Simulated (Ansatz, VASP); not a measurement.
**Al2O3 in VASP and in Ansatz**

File POSCAR:

```
Al2O3
1.0
    2.8395597904      0.0000000000      0.0000000000
   -1.4197798952      2.4591309141      0.0000000000
    0.0000000000      0.0000000000      8.5536064605
Al O
2 3
Direct
    0.0000000000      0.0000000000      0.2779510000
    0.0000000000      0.0000000000      0.7220490000
    0.3333333333      0.6666666667      0.1994540000
    0.6666666667      0.3333333333      0.8005460000
    0.0000000000      0.0000000000      0.5000000000
```

Contents of INCAR.step1:

```
SYSTEM = Al2O3
PREC = Accurate
ENCUT = 520
ISMEAR = 0
SIGMA = 0.05
LREAL = .False.
LASPH = .True.
NELM = 80
NBANDS = 20
GGA = PE
ALGO = Normal
EDIFF = 1E-4
LWAVE = .True.
LCHARG = .False.
```

The input INCAR.step2:

```
SYSTEM = Al2O3
PREC = Accurate
ENCUT = 520
EDIFF = 1E-6
ISMEAR = 0
SIGMA = 0.05
LREAL = .False.
LASPH = .True.
NELM = 80
ALGO = Normal
ISIF = 2
LWAVE = .False.
LCHARG = .True.
METAGGA = R2SCAN
LMIXTAU = .True.
LELF = .True.
LVHAR = .True.
NBANDS = 20
ISTART = 1
```

KPOINTS

```
Automatic mesh
0
Gamma
  12 12 4
  0 0 0
```

Input for Ansatz:

```yaml
crystal:
  lattice:
    - [2.8395597904, 0.0, 0.0]
    - [-1.4197798952, 2.4591309141, 0.0]
    - [0.0, 0.0, 8.5536064605]
  atoms:
    - { symbol: Al, position: [0.0, 0.0, 0.277951] }
    - { symbol: Al, position: [0.0, 0.0, 0.722049] }
    - { symbol: O, position: [0.3333333333, 0.6666666667, 0.199454] }
    - { symbol: O, position: [0.6666666667, 0.3333333333, 0.800546] }
    - { symbol: O, position: [0.0, 0.0, 0.5] }
basis:
  ecutwfc: 500
kpoints:
  mp_grid: { grid: [12, 12, 4] }
hamiltonian:
  xc: r2scan
scf:
  occupations: { method: gaussian, width: 0.05 }
output:
  forces: true
  stress: true
  eigenvalues: true
```

Alike in both runs: task single point; functional r2SCAN; k mesh 12 × 12 × 4; occupations gaussian, width 0.05 eV; no spin polarisation.

```csv
,VASP,Ansatz
version,VASP 6.6.1,Ansatz 0.2.0
potentials or method,"VASP PAW PBE potentials, release 64 (Al, O), cutoff 520 eV","scalar-relativistic, plane waves, PAW"
valence electrons in the cell,24,24
```

```tsv
	VASP	Ansatz	Ansatz less VASP
gap on the k mesh at the Fermi level (eV)	0.66	0.64	-0.022
least direct gap on the mesh (eV)	0.66	0.64	-0.022
pressure (GPa)	-2.4	-2.3	+0.09
traceless stress, the component that is largest in VASP (GPa)	-48.72	-48.50	+0.219
rms of the force components (eV/Å)	1.605	1.620	+0.0153
```

VASP's potentials were made for PBE, not for r2SCAN. Atom by atom the forces differ by 0.021 eV/Å (rms over components).
